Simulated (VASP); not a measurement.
# Ga (Cmcm) in VASP: further runs, part 2 of 3

VASP 6.6.1.

### 3 Single point, PBE

This run uses another cell than the first one, of 19.06 Å³/atom.

File INCAR:

```
PREC = Accurate ; ENCUT = 520
EDIFF = 1E-6 ; ISMEAR = -1
SIGMA = 0.05 ; LREAL = False
LASPH = True ; NELM = 100
ALGO = Normal ; ISIF = 2
LWAVE = False ; LCHARG = True
GGA = PE ; LELF = True
LVHAR = True ; NBANDS = 20
```

File KPOINTS:

```
regular mesh
0
Gamma
  8 8 7
```

File POSCAR:

```
Ga
1.0
    1.4500000000     -4.0650000000      0.0000000000
    1.4500000000      4.0650000000      0.0000000000
    0.0000000000      0.0000000000      3.2334000000
Ga
2
Direct
    0.1330000000      0.8670000000      0.7500000000
    0.8670000000      0.1330000000      0.2500000000
```

Potentials or basis: VASP PAW PBE potentials, release 64 (Ga_d).

The run is started by

```
$ cat potpaw_PBE.64/Ga_d/POTCAR > POTCAR
$ mpirun -np 1 vasp_std > vasp.out
```

OUTCAR:

```text
PREC = Accurate
   ENCUT = 520
   EDIFF = 1E-6
   ISMEAR = -1
   LREAL = False
   LASPH = True
   NELM = 100
   ISIF = 2
   GGA = PE

 ion  position               nearest neighbor table
   1  0.133  0.867  0.750-   2 2.70   2 2.70   2 2.89   2 2.89   2 2.89   2 2.89
   2  0.867  0.133  0.250-   1 2.70   1 2.70   1 2.89   1 2.89   1 2.89   1 2.89

  LATTYP: Found a base centered orthorhombic cell.
 ALAT       =     2.9000000000
 B/A-ratio  =     2.8034482759
 C/A-ratio  =     1.1149655172

  Lattice vectors:

 A1 = (   1.4500000000,  -4.0650000000,   0.0000000000)
 A2 = (   1.4500000000,   4.0650000000,   0.0000000000)
 A3 = (   0.0000000000,   0.0000000000,   3.2334000000)

Analysis of symmetry for initial positions (statically):
=====================================================================
 Subroutine PRICEL returns:
 Original cell was already a primitive cell.

 Routine SETGRP: Setting up the symmetry group for a
 base centered orthorhombic supercell.

 Subroutine GETGRP returns: Found  8 space group operations
 (whereof  4 operations were pure point group operations)
 out of a pool of  8 trial point group operations.

The static configuration has the point symmetry C_2h.
 The point group associated with its full space group is D_2h.

Analysis of symmetry for dynamics (positions and initial velocities):
=====================================================================
 Subroutine PRICEL returns:
 Original cell was already a primitive cell.

 Routine SETGRP: Setting up the symmetry group for a
 base centered orthorhombic supercell.

 Subroutine GETGRP returns: Found  8 space group operations
 (whereof  4 operations were pure point group operations)
 out of a pool of  8 trial point group operations.

The dynamic configuration has the point symmetry C_2h.
 The point group associated with its full space group is D_2h.

 Subroutine INISYM returns: Found  8 space group operations
 (whereof  4 operations are pure point group operations),
 and found     1 'primitive' translations

----------------------------------------------------------------------------------------

                                     Primitive cell

  volume of cell :      38.1169

  direct lattice vectors                    reciprocal lattice vectors
     1.450000000 -4.065000000  0.000000000     0.344827586 -0.123001230  0.000000000
     1.450000000  4.065000000  0.000000000     0.344827586  0.123001230  0.000000000
     0.000000000  0.000000000  3.233400000     0.000000000  0.000000000  0.309271974

  length of vectors
     4.315868974  4.315868974  3.233400000     0.366108409  0.366108409  0.309271974

  position of ions in fractional coordinates (direct lattice)
     0.133000000  0.867000000  0.750000000
     0.867000000  0.133000000  0.250000000

  ion indices of the primitive-cell ions
   primitive index   ion index
                 1           1
                 2           2

----------------------------------------------------------------------------------------

 KPOINTS: regular mesh

Automatic generation of k-mesh.
 Grid dimensions read from file:
 generate k-points for:    8    8    7

 Generating k-lattice:

  Cartesian coordinates                     Fractional coordinates (reciprocal lattice)
     0.043103448 -0.015375154  0.000000000     0.125000000  0.000000000  0.000000000
     0.043103448  0.015375154  0.000000000     0.000000000  0.125000000  0.000000000
     0.000000000  0.000000000  0.044181711     0.000000000  0.000000000  0.142857143

  Length of vectors
     0.045763551  0.045763551  0.044181711

  Shift w.r.t. Gamma in fractional coordinates (k-lattice)
     0.000000000  0.000000000  0.000000000

 Subroutine IBZKPT returns following result:
 ===========================================

 Found     84 irreducible k-points:

 Following reciprocal coordinates:
            Coordinates               Weight
  0.000000  0.000000  0.000000      1.000000
  0.125000  0.000000  0.000000      4.000000
  0.250000  0.000000  0.000000      4.000000
  0.375000  0.000000  0.000000      4.000000
  0.500000  0.000000  0.000000      2.000000
  0.125000  0.125000  0.000000      2.000000
[... 16 lines left out ...]
  0.125000  0.000000  0.142857      8.000000
  0.250000  0.000000  0.142857      8.000000
 [... further k-points ...]
   k-points           NKPTS =     84   k-points in BZ     NKDIM =     84   number of bands    NBANDS=     20
   number of dos      NEDOS =    301   number of ions     NIONS =      2
   total plane-waves  NPLWV =  24576
   dimension x,y,z NGX =    32 NGY =   32 NGZ =   24
   dimension x,y,z NGXF=    64 NGYF=   64 NGZF=   48
   ions per type =               2
   NGX,Y,Z   is equivalent  to a cutoff of  12.33, 12.33, 12.34 a.u.
   NGXF,Y,Z  is equivalent  to a cutoff of  24.65, 24.65, 24.68 a.u.
 SYSTEM =  unknown system
   PREC   = accura    normal or accurate (medium, high low for compatibility)
   ISTART =      0    job   : 0-new  1-cont  2-samecut
   ICHARG =      2    charge: 1-file 2-atom 10-const
   ISPIN  =      1    spin polarized calculation?
   LNONCOLLINEAR =      F non collinear calculations
   LSORBIT =      F    spin-orbit coupling
   LASPH  =      T    aspherical Exc in radial PAW
   ENCUT  =  520.0 eV  38.22 Ry    6.18 a.u.   8.02  8.02  6.01*2*pi/ulx,y,z
   NELM   =    100;   NELMIN=  2; NELMDL= -5     # of ELM steps
   EDIFF  = 0.1E-05   stopping-criterion for ELM
   LREAL  =      F    real-space projection
   EDIFFG = 0.1E-04   stopping-criterion for IOM
   NSW    =      0    number of steps for IOM
   IBRION =     -1    ionic relax: 0-MD 1-quasi-New 2-CG
   NFREE  =      0    steps in history (QN), initial steepest desc. (CG)
   ISIF   =      2    stress and relaxation
   ISYM   =      2    0-nonsym 1-usesym 2-fastsym
   POTIM  = 0.5000    time-step for ionic-motion
   TEBEG  =    0.0;   TEEND  =   0.0 temperature during run
   PSTRESS=    0.0 pullay stress
   NELECT =      26.0000    total number of electrons
   NUPDOWN=      -1.0000    fix difference up-down
   EMIN   =  10.00;   EMAX   =-10.00  energy-range for DOS
   EFERMI =   0.00;   METHOD = LEGACY
   ISMEAR =    -1;   SIGMA  =   0.05  broadening in eV -4-tet -1-fermi 0-gaus
   EFERMI_NEDOS =   21; number of points for ismear=-14 and -15
   IALGO  =     38    algorithm
   IMIX   =      4    mixing-type and parameters
     AMIX     =   0.40;   BMIX     =  1.00
     AMIX_MAG =   1.60;   BMIX_MAG =  1.00
  volume/ion in A,a.u.               =      19.06       128.61
  Fermi-wavevector in a.u.,A,eV,Ry     =   1.441097  2.723279 28.256052  2.076761
  Thomas-Fermi vector in A             =   2.559768
   LORBIT       =      0    0 simple, 1 ext, 2 COOP (PROOUT), +10 PAW based schemes
   GGA     = PE    functional components
   LHFCALC =     F    Hartree Fock is set to
   AEXX    =    0.0000 exact exchange contribution
   IVDW    =     0    specifies the selected vdW correction
   LEPSILON=     F    determine dielectric tensor
   LRPA    =     F    only Hartree local field effects (RPA)
 non-spin polarized calculation
  energy-cutoff  :      520.00
  volume of cell :       38.12
 maximum number of plane-waves:      1041
   NGX = 17   NGY = 17   NGZ = 13

 number of electron      26.0000030 magnetization

 Free energy of the ion-electron system (eV)
  ---------------------------------------------------
  ext. energy  EPLUGINS =         0.00000000
  ---------------------------------------------------
  free energy    TOTEN  =        -5.75204026 eV

  energy without entropy =       -5.74265148  energy(sigma->0) =       -5.74734587

 E-fermi :   5.5547     XC(G=0): -10.9210

 val. band max:        5.5540209210   @ k =   0.5000   0.2500   0.1429
 cond. band min:       5.5778633393   @ k =   0.3750   0.0000   0.2857
 fundamental gap:      0.0238424184
 Fermi energy:         5.5546605139

 k-point     1 :       0.0000    0.0000    0.0000
  band No.  band energies     occupation
      1      -9.7024      2.00000
      2      -9.6924      2.00000
      3      -9.6169      2.00000
      4      -9.6032      2.00000
      5      -9.4132      2.00000
      6      -9.4054      2.00000
[... 12 lines left out ...]
     19      16.3271      0.00000
     20      17.3105      0.00000
[... 507 lines left out ...]
 k-point    24 :       0.2500    0.0000    0.1429
  band No.  band energies     occupation
      1      -9.6683      2.00000
      2      -9.6207      2.00000
      3      -9.5583      2.00000
      4      -9.5280      2.00000
      5      -9.4803      2.00000
      6      -9.4253      2.00000
[... 12 lines left out ...]
     19      16.9370      0.00000
     20      17.7891      0.00000

 [... further k-points ...]

------------------------ aborting loop because EDIFF is reached ----------------------------------------

  FORCE on cell =-STRESS in cart. coord.  units (eV):
  Direction    XX          YY          ZZ          XY          YZ          ZX
  --------------------------------------------------------------------------------------
  -------------------------------------------------------------------------------------
  Total       -0.1008826      0.4881689      0.0557938      0.0000000      0.0000000      0.0000000
  in kB       -4.2404183     20.5193070      2.3451945      0.0000000      0.0000000      0.0000000
  external PRESSURE =       6.2080277 kB  Pullay stress =       0.0000000 kB

 VOLUME and BASIS-vectors are now :
 -----------------------------------------------------------------------------
  energy-cutoff  :      520.00
  volume of cell :       38.12
      direct lattice vectors                 reciprocal lattice vectors
     1.450000000 -4.065000000  0.000000000     0.344827586 -0.123001230  0.000000000
     1.450000000  4.065000000  0.000000000     0.344827586  0.123001230  0.000000000
     0.000000000  0.000000000  3.233400000     0.000000000  0.000000000  0.309271974

 POSITION                                       TOTAL-FORCE (eV/Angst)
 -----------------------------------------------------------------------------------
      1.45000      2.98371      2.42505         0.000000     -0.181513      0.000000
      1.45000     -2.98371      0.80835         0.000000      0.181513     -0.000000
 -----------------------------------------------------------------------------------
    total drift:                                0.000000      0.000000     -0.000000

  FREE ENERGIE OF THE ION-ELECTRON SYSTEM (eV)
  ---------------------------------------------------
  free  energy   TOTEN  =        -5.7520402640 eV

  energy  without entropy=       -5.7426514769  energy(sigma->0) =       -5.74734587
```

OSZICAR:

```text
N       E                     dE             d eps       ncg     rms          rms(c)
DAV:   1     0.132542068860E+03    0.13254E+03   -0.13172E+04  3500   0.245E+03
DAV:   2     0.588024933448E+01   -0.12666E+03   -0.12337E+03  3440   0.387E+02
DAV:   3    -0.562541897574E+01   -0.11506E+02   -0.11421E+02  3752   0.955E+01
DAV:   4    -0.579921210990E+01   -0.17379E+00   -0.17371E+00  3840   0.130E+01
DAV:   5    -0.580214834264E+01   -0.29362E-02   -0.29361E-02  3864   0.166E+00    0.134E+00
DAV:   6    -0.576103402459E+01    0.41114E-01   -0.82136E-02  4584   0.468E+00    0.698E-01
DAV:   7    -0.575289815876E+01    0.81359E-02   -0.16447E-02  4800   0.177E+00    0.193E-01
DAV:   8    -0.575202110430E+01    0.87705E-03   -0.21035E-03  3692   0.639E-01    0.181E-02
DAV:   9    -0.575203975824E+01   -0.18654E-04   -0.97908E-05  3992   0.102E-01    0.665E-03
DAV:  10    -0.575204026396E+01   -0.50572E-06   -0.55222E-06  3608   0.276E-02
   1 F= -.57520403E+01 E0= -.57473459E+01  d E =-.938879E-02
```

stdout:

```text
POSCAR found type information on POSCAR Ga
 POSCAR found :  1 types and       2 ions
 scaLAPACK will be used
 LDA part: xc-table for (Slater+PW92), standard interpolation
 POSCAR, INCAR and KPOINTS ok, starting setup
 FFT: planning ... GRIDC
 FFT: planning ... GRID_SOFT
 FFT: planning ... GRID
 WAVECAR not read
 entering main loop
```

It took 68 s on 1 thread of Intel Xeon 8259CL, shared host; peak memory 0.2 GiB.

Results:

| Quantity | Value |
| --- | --- |
| Free energy | -5.7520 eV |
| Pressure | 0.6 GPa |
| Largest force | 0.182 eV/Å |
| Band gap on the k mesh | zero (bands 13 and 14 overlap by 8.05 eV) |

Forces on the atoms (eV/Å):
```
Ga   0.000 -0.182  0.000
Ga   0.000  0.182  0.000
```

Stress tensor (GPa, compression positive):
```
-0.42  0.00  0.00
 0.00  2.05  0.00
 0.00  0.00  0.23
```

### 4 Single point, PBE

This run uses another cell than the first one, of 19.43 Å³/atom.

File INCAR:

```
SYSTEM = Ga
PREC = Accurate
ENCUT = 520
EDIFF = 1E-7
ISMEAR = -1
SIGMA = 0.05
LREAL = .False.
LASPH = .True.
NELM = 60
ALGO = Fast
ISIF = 2
LWAVE = .False.
LCHARG = .False.
GGA = PE
NBANDS = 20
```

File KPOINTS:

```
Automatic mesh
0
Gamma
  8 8 7
  0 0 0
```

POSCAR, as its differences from that of step 3:

```diff
@@ -4,3 +4,3 @@
     1.4500000000      4.0650000000      0.0000000000
-    0.0000000000      0.0000000000      3.2334000000
+    0.0000000000      0.0000000000      3.2968000000
 Ga
```

The run is started by

```
$ cat potpaw_PBE.64/Ga_d/POTCAR > POTCAR
$ mpirun -np 1 vasp_std > vasp.out
```

Run time: 2.3 min. Hardware: 1 thread of Intel Xeon 8259CL, shared host; peak memory 0.2 GiB.

The run converged. Its results:

- Free energy: -5.7546 eV
- Pressure: -0.2 GPa
- Largest force: 0.155 eV/Å
- Band gap on the k mesh: zero (bands 13 and 14 overlap by 7.69 eV)

Forces on the atoms (eV/Å):
```
Ga   0.000 -0.155  0.000
Ga   0.000  0.155  0.000
```

Stress tensor (GPa, compression positive):
```
-2.28  0.00  0.00
 0.00  0.77  0.00
 0.00  0.00  0.97
```

Levels at points of the mesh, in eV from the Fermi level:
| k point | band 11 | band 12 | band 13 | band 14 | band 15 | band 16 |
| --- | --- | --- | --- | --- | --- | --- |
| (0.00, 0.00, 0.00) | -11.03 | -2.04 | -1.60 | 2.07 | 5.75 | 8.01 |
| (0.50, 0.00, 0.00) | -6.50 | -5.22 | -1.57 | -0.33 | 5.91 | 6.28 |
| (0.50, 0.50, 0.00) | -9.00 | -8.38 | 4.30 | 5.02 | 6.00 | 6.14 |

### 5 Single point, PBEsol

This run uses another cell than the first one, of 13.75 Å³/atom.

File INCAR:

```
SYSTEM = Ga
PREC = Accurate
ENCUT = 520
EDIFF = 1E-6
ISMEAR = -1
SIGMA = 0.05
LREAL = .False.
LASPH = .True.
NELM = 100
ALGO = Normal
ISIF = 2
LWAVE = .False.
LCHARG = .False.
GGA = PS
NBANDS = 20
```

File KPOINTS:

```
Automatic mesh
0
Gamma
  10 10 8
  0 0 0
```

File POSCAR:

```
Ga
1.0
    1.2609057818     -3.8798522052      0.0000000000
    1.2609057818      3.8798522052      0.0000000000
    0.0000000000      0.0000000000      2.8099934793
Ga
2
Direct
    0.1327864269      0.8672135731      0.7500000000
    0.8672135731      0.1327864269      0.2500000000
```

The run is started by

```
$ cat potpaw_PBE.64/Ga_d/POTCAR > POTCAR
$ mpirun -np 1 vasp_std > vasp.out
```

Wall time 2.1 min (1 thread of Intel Xeon 8259CL, shared host); peak memory 0.21 GiB.

It converged, with:

```
Free energy            : -6.0693 eV
Pressure               : 30.2 GPa
Largest force          : 0.006 eV/Å
Band gap on the k mesh : zero (bands 13 and 14 overlap by 12.27 eV)
```

Forces in eV/Å, atoms in the order of the input:
```
Ga   0.000  0.006  0.000
Ga   0.000 -0.006  0.000
```

Levels at points of the mesh, in eV from the Fermi level:
```tsv
k point	band 10	band 11	band 12	band 13	band 14	band 15	band 16	band 17
(0.00, 0.00, 0.00)	-14.96	-14.06	-4.32	-2.42	3.98	8.28	11.08	12.23
(0.50, 0.00, 0.00)	-14.98	-7.18	-6.91	-2.90	-0.51	7.11	9.76	9.81
(0.50, 0.50, 0.00)	-15.02	-11.83	-10.94	6.51	7.56	8.42	8.69	9.00
(0.00, 0.00, 0.50)	-15.06	-8.94	-8.94	1.18	1.18	2.08	2.08	14.95
(0.50, 0.00, 0.50)	-14.95	-3.14	-3.14	-1.26	-1.26	1.98	1.98	4.89
(0.50, 0.50, 0.50)	-15.13	-6.65	-6.65	-5.76	-5.76	12.31	12.31	13.94
```

Caveat: the cell stands under pressure; the PAW data sets were made with another functional, which shifts forces and pressure a little.

(Continued in part 3 of 3.)

The gap in the log of VASP goes by the Fermi energy; the results here count the filled bands.